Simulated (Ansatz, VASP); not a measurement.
MnO2 in VASP and in Ansatz

The input POSCAR:

```
MnO2
1.0
    2.8565781800      0.0000000000      0.0000000000
   -1.4282890900      2.4738692700      0.0000000000
    0.0000000000      0.0000000000      4.6013740600
Mn O
1 2
Direct
   -0.0700138373      0.0000000000      0.5000000000
    0.6666666667      0.3333333333      0.2937074300
    0.3333333333      0.6666666667      0.7062925700
```

Contents of INCAR.step1:

```
SYSTEM = MnO2
PREC = Accurate ; ENCUT = 520
ISMEAR = 1 ; SIGMA = 0.05
LREAL = .False. ; LASPH = .True.
NELM = 150 ; ISPIN = 2
MAGMOM = 5.2 0 0 ; LMAXMIX = 4
NBANDS = 24 ; GGA = PE
ALGO = Normal ; EDIFF = 1E-4
LWAVE = .True. ; LCHARG = .False.
```

File INCAR.step2:

```
SYSTEM = MnO2
PREC = Accurate ; ENCUT = 520
EDIFF = 1E-7 ; ISMEAR = 1
SIGMA = 0.05 ; LREAL = .False.
LASPH = .True. ; NELM = 150
ALGO = Normal ; ISIF = 2
LWAVE = .False. ; LCHARG = .False.
ISPIN = 2 ; MAGMOM = 5.2 0 0
LORBIT = 11 ; LMAXMIX = 4
METAGGA = R2SCAN ; LMIXTAU = .True.
NBANDS = 24 ; ISTART = 1
```

File KPOINTS:

```
Automatic mesh
0
Gamma
  9 9 5
  0 0 0
```

Input for Ansatz:

```yaml
crystal:
  lattice:
    - [2.85657818, 0.0, 0.0]
    - [-1.42828909, 2.47386927, 0.0]
    - [0.0, 0.0, 4.60137406]
  atoms:
    - { symbol: Mn, position: [-0.07001383732476736, 0.0, 0.5] }
    - { symbol: O, position: [0.6666666666666666, 0.3333333333333333, 0.29370743] }
    - { symbol: O, position: [0.3333333333333333, 0.6666666666666666, 0.70629257] }
accuracy: low
basis:
  ecutwfc: 630.0
kpoints:
  mp_grid:
    grid: [9, 9, 5]
    shift: [0.0, 0.0, 0.0]
hamiltonian:
  xc: r2scan
  pseudopotentials:
    kind: paw
magnetization:
  spin_polarized: true
  per_species:
    Mn: 5.2
scf:
  n_extra_bands: 16
  mixing:
    algorithm: msr1
    beta: 0.1
  occupations:
    method: cold
    width: 0.05
output:
  forces: true
```

Alike in both runs: task single point; functional r2SCAN; k mesh 9 × 9 × 5; collinear spin.

|  | VASP | Ansatz |
| --- | --- | --- |
| version | VASP 6.6.1 | Ansatz 0.2.0 |
| potentials or method | VASP PAW PBE potentials, release 64 (Mn_pv, O), cutoff 520 eV | plane waves, PAW |
| occupations | methfessel-paxton of order 1, width 0.05 eV | cold, width 0.05 eV |
| valence electrons in the cell | 25 | 27 |

```csv
,VASP,Ansatz,Ansatz less VASP
rms of the force components (eV/Å),1.434,1.339,-0.0944
net moment per atom (μB),1.00,1.00,0.000
size of the moment on the site where the two differ most (μB),2.86,2.42,-0.442
```

VASP's potentials were made for PBE, not for r2SCAN. Site moments also hang on the region over which each program counts them. Atom by atom the forces differ by 0.106 eV/Å (rms over components). VASP's potentials hold 25 valence electrons a cell and Ansatz's 27, so a difference there can come from the potentials and not from the codes. Ansatz's warnings: given moment on shells, stability check not made.
